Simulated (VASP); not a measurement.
Runs of VASP 6.6.1 on SnO. The structure is that of space group Pmn2_1 (No. 31), or close to it. The cells are those of the table. 

```csv
level,potentials or basis,cell,gap on the mesh (eV),pressure (GPa),largest force (eV/Å)
LDA,"VASP PAW LDA potentials, release 64 (Sn_d, O)","a = 3.310, b = 5.597, c = 4.165 Å, 4 atoms",1.39,-2.2,0.14
LDA,"VASP PAW LDA potentials, release 64 (Sn_d, O)","a = 3.355, b = 5.674, c = 4.222 Å, 4 atoms",1.45,(b),0.65
LDA,"VASP PAW LDA potentials, release 64 (Sn_d, O)","a = 3.399, b = 5.749, c = 4.278 Å, 4 atoms",1.49,-7.6,1.14
PBEsol,"VASP PAW PBE potentials, release 64 (Sn_d, O)","a = 3.310, b = 5.597, c = 4.165 Å, 4 atoms",1.37,(a),0.24
PBEsol,"VASP PAW PBE potentials, release 64 (Sn_d, O)","a = 3.287, b = 5.558, c = 4.136 Å, 4 atoms",1.33,2.1,0.57
LDA,"VASP PAW LDA potentials, release 64 (Sn_d, O)","a = 3.287, b = 5.558, c = 4.136 Å, 4 atoms",(c),-0.4,0.25
r2SCAN,"VASP PAW PBE potentials, release 64 (Sn_d, O)","a = 3.421, b = 5.785, c = 4.305 Å, 4 atoms",1.86,-6.5,1.25
LDA,"VASP PAW LDA potentials, release 64 (Sn_d, O)","a = 3.377, b = 5.712, c = 4.250 Å, 4 atoms",1.47,-6.4,0.90
```

Alike in all rows: task single point; no spin polarisation; k mesh 8 × 5 × 6; cutoff (eV) 520; smearing fermi-dirac 0.05 eV.

Problem. Estimate the missing entries.

Solution. (a) 0.3; (b) -5.2; (c) 1.36.

Caveats: spin-orbit coupling is left out, which moves the levels of the heavy elements; the cell stands under tension (at least some runs); the PAW data sets were made with another functional, which shifts forces and pressure a little (at least some runs); forces of over 1 eV/Å act on the atoms, so gaps and moduli don't describe the material at rest (at least some runs).

A k mesh can miss the band edges, and the runs leave out spin-orbit coupling on Sn.
